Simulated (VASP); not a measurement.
A run of VASP 6.6.1 is set up as follows.

Contents of INCAR:

```
PREC = Accurate ; ENCUT = 520
EDIFF = 1E-6 ; ISMEAR = -1
SIGMA = 0.05 ; LREAL = False
LASPH = True ; NELM = 60
ALGO = Normal ; ISIF = 2
LWAVE = False ; LCHARG = False
GGA = PE ; NBANDS = 11
```

Contents of KPOINTS:

```
Automatic mesh
0
Gamma
  18 18 18
```

POSCAR

```
Pd
1.0
    0.0000000000      1.9643490000      1.9449000000
    1.9643490000      0.0000000000      1.9449000000
    1.9643490000      1.9643490000      0.0000000000
Pd
1
Direct
    0.0000000000      0.0000000000      0.0000000000
```

Potentials or basis: VASP PAW PBE potentials, release 64 (Pd).

Run with:

```sh
$ cat potpaw_PBE.64/Pd/POTCAR > POTCAR
$ mpirun -np 1 vasp_std > vasp.out
```

Q: What does it give for the pressure?

A: 3.3 GPa.

Q: What does it give for the band gap on the k mesh?

A: Zero (bands 5 and 6 overlap by 1.53 eV).

Stress tensor (GPa, compression positive):
```
3.16 0.00 0.00
0.00 3.16 0.00
0.00 0.00 3.70
```

Caveat: the cell differs from its parent crystal (equal xx and yy strain of +1 %); the cell stands under pressure.
